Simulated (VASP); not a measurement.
# N (P2_1/m) in VASP: further runs

The runs below take N through single point, with r2SCAN.

Program: VASP 6.6.1. These are calculated values, not measurements. Logs are shortened: lines on timing, memory, paths and dates and some standing lists are left out, and cuts for length are marked.

## 1. The cell of the first run

Symmetry: P2_1/m, No. 11, monoclinic system. Conventional cell: a = 3.629 Å, b = 5.890 Å, c = 3.629 Å, α = 90.00°, β = 120.00°, γ = 90.00°. N (site symmetry m) has 12 N at 3.56 to 3.66 Å within 4.7 Å.

## 2. Single point, r2SCAN, collinear spin, ferromagnetic start (+0.000) A along [1 1 0] and z)

POSCAR reads:

```
N
1.0
    3.6290016496      0.0000000000      0.0000000000
   -1.8145008248      3.1428076190      0.0000000000
    0.0000000000      0.0000000000      5.8900000000
N
2
Direct
    0.3025988455      0.6441674600      0.2500000000
    0.6666666667      0.3333333333      0.7500000000
```

INCAR.step1 reads:

```
PREC = Accurate
ENCUT = 520
ISMEAR = 0
SIGMA = 0.05
LREAL = False
LASPH = True
NELM = 150
ISPIN = 2
MAGMOM = 3.2 3.2
NBANDS = 16
GGA = PE
ALGO = Normal
EDIFF = 1E-4
LWAVE = True
LCHARG = False
```

INCAR.step2 reads:

```
PREC = Accurate
ENCUT = 520
EDIFF = 1E-6
ISMEAR = 0
SIGMA = 0.05
LREAL = False
LASPH = True
NELM = 150
ALGO = Normal
ISIF = 2
LWAVE = False
LCHARG = False
ISPIN = 2
MAGMOM = 3.2 3.2
LORBIT = 11
METAGGA = R2SCAN
LMIXTAU = True
NBANDS = 16
ISTART = 1
```

KPOINTS reads:

```
Automatic mesh
0
Gamma
  6 6 4
```

Potentials or basis: VASP PAW PBE potentials, release 64 (N).

Command:

```bash
$ cat potpaw_PBE.64/N/POTCAR > POTCAR
$ cp INCAR.step1 INCAR
$ mpirun -np 1 vasp_std > vasp.out
$ cp INCAR.step2 INCAR
$ mpirun -np 1 vasp_std > vasp.out
```

OUTCAR:

```text
PREC = Accurate
   ENCUT = 520
   EDIFF = 1E-6
   ISMEAR = 0
   LREAL = False
   LASPH = True
   NELM = 150
   ISIF = 2
   ISPIN = 2
   LORBIT = 11
   METAGGA = R2SCAN
   ISTART = 1

 ion  position               nearest neighbor table
   1  0.303  0.644  0.250-
   2  0.667  0.333  0.750-

  LATTYP: Found a hexagonal cell.
 ALAT       =     3.6290016496
 C/A-ratio  =     1.6230359114

  Lattice vectors:

 A1 = (   3.6290016496,   0.0000000000,   0.0000000000)
 A2 = (  -1.8145008248,   3.1428076190,   0.0000000000)
 A3 = (   0.0000000000,   0.0000000000,   5.8900000000)

Analysis of symmetry for initial positions (statically):
=====================================================================
 Subroutine PRICEL returns:
 Original cell was already a primitive cell.

 Routine SETGRP: Setting up the symmetry group for a
 hexagonal supercell.

 Subroutine GETGRP returns: Found  4 space group operations
 (whereof  1 operations were pure point group operations)
 out of a pool of 24 trial point group operations.

The static configuration has the point symmetry C_1 .
 The point group associated with its full space group is C_2h.

Analysis of symmetry for dynamics (positions and initial velocities):
=====================================================================
 Subroutine PRICEL returns:
 Original cell was already a primitive cell.

 Routine SETGRP: Setting up the symmetry group for a
 hexagonal supercell.

 Subroutine GETGRP returns: Found  4 space group operations
 (whereof  1 operations were pure point group operations)
 out of a pool of 24 trial point group operations.

The dynamic configuration has the point symmetry C_1 .
 The point group associated with its full space group is C_2h.

Analysis of structural, dynamic, and magnetic symmetry:
=====================================================================
 Subroutine PRICEL returns:
 Original cell was already a primitive cell.

 Routine SETGRP: Setting up the symmetry group for a
 hexagonal supercell.

 Subroutine GETGRP returns: Found  4 space group operations
 (whereof  1 operations were pure point group operations)
 out of a pool of 24 trial point group operations.

The overall configuration has the point symmetry C_1 .
 The point group associated with its full space group is C_2h.

 Subroutine INISYM returns: Found  4 space group operations
 (whereof  1 operations are pure point group operations),
 and found     1 'primitive' translations
[... 117 lines left out ...]
  Fermi-wavevector in a.u.,A,eV,Ry     =   0.867630  1.639584 10.242227  0.752782
  Thomas-Fermi vector in A             =   1.986192
   LORBIT       =     11    0 simple, 1 ext, 2 COOP (PROOUT), +10 PAW based schemes
   METAGGA = R2SCAN    functional components
   LHFCALC =     F    Hartree Fock is set to
   AEXX    =    0.0000 exact exchange contribution
   IVDW    =     0    specifies the selected vdW correction
   LEPSILON=     F    determine dielectric tensor
   LRPA    =     F    only Hartree local field effects (RPA)
 spin polarized calculation
 Gauss-broadening in eV      SIGMA  =   0.05
  energy-cutoff  :      520.00
  volume of cell :       67.18
 maximum number of plane-waves:      1834
   NGX = 13   NGY = 13   NGZ = 21

 number of electron       9.9999999 magnetization       5.9999998

 Free energy of the ion-electron system (eV)
  ---------------------------------------------------
  ext. energy  EPLUGINS =         0.00000000
  ---------------------------------------------------
  free energy    TOTEN  =        -8.87382355 eV

  energy without entropy =       -8.87382355  energy(sigma->0) =       -8.87382355

 E-fermi :  -5.7500     XC(G=0):  -5.3221

 val. band max:       -6.0014459081   @ k =   0.0000   0.0000   0.0000
 cond. band min:      -2.0763213486   @ k =   0.0000   0.0000   0.0000
 fundamental gap:      3.9251245595
 Fermi energy:        -5.7500487868

 spin component 1

 k-point     1 :       0.0000    0.0000    0.0000
  band No.  band energies     occupation
      1     -19.2389      1.00000
      2     -18.9556      1.00000
      3      -7.2010      1.00000
      4      -6.1480      1.00000
      5      -6.1262      1.00000
      6      -6.0259      1.00000
[... 435 lines left out ...]
      5      -6.3106      1.00000
      6      -6.1821      1.00000
[... 8 lines left out ...]
     15      13.1756      0.00000
     16      13.8983      0.00000

 [... further k-points ...]

 spin component 2

 k-point     1 :       0.0000    0.0000    0.0000
  band No.  band energies     occupation
      1     -13.2797      1.00000
      2     -12.7817      1.00000
      3      -2.0763      0.00000
      4      -0.0874      0.00000
      5      -0.0524      0.00000
      6       0.1141      0.00000
[... 435 lines left out ...]
      5      -0.4201      0.00000
      6      -0.1581      0.00000
[... 8 lines left out ...]
     15      15.7886      0.00000
     16      16.4602      0.00000

 [... further k-points ...]

------------------------ aborting loop because EDIFF is reached ----------------------------------------

  FORCE on cell =-STRESS in cart. coord.  units (eV):
  Direction    XX          YY          ZZ          XY          YZ          ZX
  --------------------------------------------------------------------------------------
  -------------------------------------------------------------------------------------
  Total        0.0702104      0.0604542      0.0765798      0.0047968      0.0000000      0.0000000
  in kB        1.6745245      1.4418391      1.8264361      0.1144042      0.0000000      0.0000000
  external PRESSURE =       1.6475999 kB  Pullay stress =       0.0000000 kB

 VOLUME and BASIS-vectors are now :
 -----------------------------------------------------------------------------
  energy-cutoff  :      520.00
  volume of cell :       67.18
      direct lattice vectors                 reciprocal lattice vectors
     3.629001650  0.000000000  0.000000000     0.275557880  0.159093416  0.000000000
    -1.814500825  3.142807619  0.000000000     0.000000000  0.318186832  0.000000000
     0.000000000  0.000000000  5.890000000     0.000000000  0.000000000  0.169779287

 POSITION                                       TOTAL-FORCE (eV/Angst)
 -----------------------------------------------------------------------------------
     -0.07071      2.02449      1.47250         0.003956      0.003458      0.000000
      1.81450      1.04760      4.41750        -0.003956     -0.003458      0.000000
 -----------------------------------------------------------------------------------
    total drift:                                0.000004     -0.000003     -0.000000

  FREE ENERGIE OF THE ION-ELECTRON SYSTEM (eV)
  ---------------------------------------------------
  free  energy   TOTEN  =        -8.8738235459 eV

  energy  without entropy=       -8.8738235459  energy(sigma->0) =       -8.87382355

 total charge

# of ion       s       p       d       tot
------------------------------------------
    1        1.359   1.940   0.000   3.299
    2        1.359   1.940   0.000   3.299
--------------------------------------------------
tot          2.718   3.880   0.000   6.598

 magnetization (x)

# of ion       s       p       d       tot
------------------------------------------
    1        0.050   1.940   0.000   1.990
    2        0.050   1.940   0.000   1.990
--------------------------------------------------
tot          0.101   3.880   0.000   3.981
```

OUTCAR.step1:

```text
PREC = Accurate
   ENCUT = 520
   ISMEAR = 0
   LREAL = False
   LASPH = True
[... 1160 lines left out ...]
     -0.07071      2.02449      1.47250         0.003717      0.003325     -0.000000
      1.81450      1.04760      4.41750        -0.003717     -0.003325      0.000000
 -----------------------------------------------------------------------------------
    total drift:                                0.000003     -0.000002     -0.000000

  FREE ENERGIE OF THE ION-ELECTRON SYSTEM (eV)
  ---------------------------------------------------
  free  energy   TOTEN  =        -6.2034104558 eV

  energy  without entropy=       -6.2034104558  energy(sigma->0) =       -6.20341046
```

Run time: 5.5 min. Hardware: 1 thread of Intel Xeon Platinum 8259CL at 2.50GHz (Skylake/Cascade Lake), shared host; peak memory 0.27 GiB.

Results:

```yaml
Free_energy: -8.8738 eV
Pressure: 0.2 GPa
Largest_force: 0.005 eV/Å
Band_gap_on_the_k_mesh: 3.93 eV
Net_moment: 6.00 μB per cell
Site_moments: N +1.99 μB
Valence_electrons_inside_the_program's_atomic_spheres: N 3.30
```

Forces on the atoms (eV/Å):
```
N    0.004  0.003  0.000
N   -0.004 -0.003  0.000
```

Caveat: the cell differs from its parent crystal (+0.000) A along [1 1 0] and z); the atoms stand far beyond bonding distance; the PAW data sets were made with another functional, which shifts forces and pressure a little. A k mesh can miss the band edges.

## 3. Single point, r2SCAN, collinear spin, ferromagnetic start (+0.000) A along [1 1 0] and z)

Changes to POSCAR since step 2:

```diff
@@ -8,3 +8,3 @@
 Direct
-    0.3025988455      0.6441674600      0.2500000000
+    0.3640678212      0.6891658733      0.2500000000
     0.6666666667      0.3333333333      0.7500000000
```

INCAR.step1 reads:

```
SYSTEM = N
ALGO = Normal
EDIFF = 1E-4
ENCUT = 520
GGA = PE
ISMEAR = 0
ISPIN = 2
LASPH = .True.
LCHARG = .False.
LREAL = .False.
LWAVE = .True.
MAGMOM = 3.2 3.2
NBANDS = 16
NELM = 150
PREC = Accurate
SIGMA = 0.05
```

INCAR.step2 reads:

```
SYSTEM = N
ALGO = Normal
EDIFF = 1E-6
ENCUT = 520
ISIF = 2
ISMEAR = 0
ISPIN = 2
ISTART = 1
LASPH = .True.
LCHARG = .False.
LMIXTAU = .True.
LORBIT = 11
LREAL = .False.
LWAVE = .False.
MAGMOM = 3.2 3.2
METAGGA = R2SCAN
NBANDS = 16
NELM = 150
PREC = Accurate
SIGMA = 0.05
```

KPOINTS reads:

```
k-points
0
Gamma
  6 6 4
  0 0 0
```

Potentials or basis: VASP PAW PBE potentials, release 64 (N).

Command:

```bash
$ cat potpaw_PBE.64/N/POTCAR > POTCAR
$ cp INCAR.step1 INCAR
$ mpirun -np 1 vasp_std > vasp.out
$ cp INCAR.step2 INCAR
$ mpirun -np 1 vasp_std > vasp.out
```

Wall time 5.6 min (1 thread of Intel Xeon Platinum 8259CL at 2.50GHz (Skylake/Cascade Lake), shared host); peak memory 0.27 GiB.

It converged, with:

```
Free energy                                           : -8.8738 eV
Pressure                                              : 0.2 GPa
Largest force                                         : 0.005 eV/Å
Band gap on the k mesh                                : 3.93 eV
Net moment                                            : 6.00 μB per cell
Site moments                                          : N +1.99 μB
Valence electrons inside the program's atomic spheres : N 3.30
```

Forces on the atoms (eV/Å):
```
N   -0.003 -0.003  0.000
N    0.003  0.003  0.000
```

Levels at points of the mesh, in eV from the valence-band top:
Spin up:
| k point | band 5 | band 6 | band 7 | band 8 | band 9 | band 10 | band 11 | band 12 |
| --- | --- | --- | --- | --- | --- | --- | --- | --- |
| (0.00, 0.00, 0.00) | -0.12 | -0.02 | 0.00 | 0.00 | 8.32 | 12.27 | 12.61 | 18.93 |
| (0.50, 0.00, 0.00) | -0.67 | -0.38 | -0.21 | -0.13 | 11.95 | 12.18 | 13.08 | 14.30 |
| (0.00, 0.50, 0.00) | -0.58 | -0.38 | -0.30 | -0.13 | 11.93 | 12.16 | 13.33 | 14.41 |
| (0.50, 0.50, 0.00) | -0.61 | -0.38 | -0.27 | -0.13 | 11.94 | 12.16 | 13.26 | 14.38 |
| (0.00, 0.00, 0.50) | -0.07 | -0.07 | -0.07 | -0.07 | 9.67 | 9.67 | 15.97 | 15.97 |
| (0.50, 0.00, 0.50) | -0.29 | -0.29 | -0.26 | -0.26 | 12.15 | 12.15 | 13.36 | 13.36 |
| (0.00, 0.50, 0.50) | -0.27 | -0.27 | -0.24 | -0.24 | 12.16 | 12.16 | 13.34 | 13.34 |
| (0.50, 0.50, 0.50) | -0.28 | -0.28 | -0.24 | -0.24 | 12.15 | 12.15 | 13.35 | 13.35 |
Spin down:
```
           k point  band 1  band 2  band 3  band 4  band 5  band 6
(0.00, 0.00, 0.00)   -7.28   -6.78    3.93    5.91    5.95    6.12
(0.50, 0.00, 0.00)   -6.81   -6.62    4.07    4.65    4.95    5.48
(0.00, 0.50, 0.00)   -6.78   -6.66    4.14    4.58    5.08    5.49
(0.50, 0.50, 0.00)   -6.79   -6.65    4.12    4.60    5.04    5.49
(0.00, 0.00, 0.50)   -7.04   -7.04    4.89    4.89    6.03    6.03
(0.50, 0.00, 0.50)   -6.72   -6.72    4.11    4.11    5.64    5.64
(0.00, 0.50, 0.50)   -6.72   -6.72    4.07    4.07    5.68    5.68
(0.50, 0.50, 0.50)   -6.72   -6.72    4.08    4.08    5.66    5.66
```

Caveat: the cell differs from its parent crystal (+0.000) A along [1 1 0] and z); the atoms stand far beyond bonding distance; the PAW data sets were made with another functional, which shifts forces and pressure a little. A k mesh can miss the band edges.
